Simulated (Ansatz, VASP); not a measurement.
## Two plane-wave programs on Cu

```xyz
2
Lattice="-2.2830 2.2830 1.1929 2.2830 -2.2830 1.1929 2.2830 2.2830 -1.1929" Properties=species:S:1:pos:R:3 pbc="T T T"
Cu    0.0000    0.0000    0.0000
Cu    0.0000    2.2830    0.5965
```

Alike in both runs: functional PBEsol; k mesh 8 × 8 × 8; occupations gaussian, width 0.1 eV; no spin polarisation.

Ansatz relaxed the structure, and its values are those at the end. VASP's run is a single point on that final structure, the one shown.

|  | VASP | Ansatz |
| --- | --- | --- |
| version | VASP 6.6.1 | Ansatz 0.2.0 |
| potentials or method | VASP PAW PBE potentials, release 64 (Cu_sv_GW), cutoff 700 eV | scalar-relativistic, plane waves, PAW |
| valence electrons in the cell | 38 | 38 |

VASP gave:

```
gap on the k mesh at the Fermi level (eV) : none
pressure (GPa)                            : -4.1
```

Task: What did Ansatz give for the same quantities?

Result: gap on the k mesh at the Fermi level (eV): none; pressure (GPa): 0.0.

VASP's potentials were made for PBE, not for PBEsol. A gap of «none» marks a metal or a gap that the smearing closes. One of these differences is far larger than is usual between the two programs; its cause wasn't traced.

The k mesh is coarse, so the values compare programs but aren't converged.
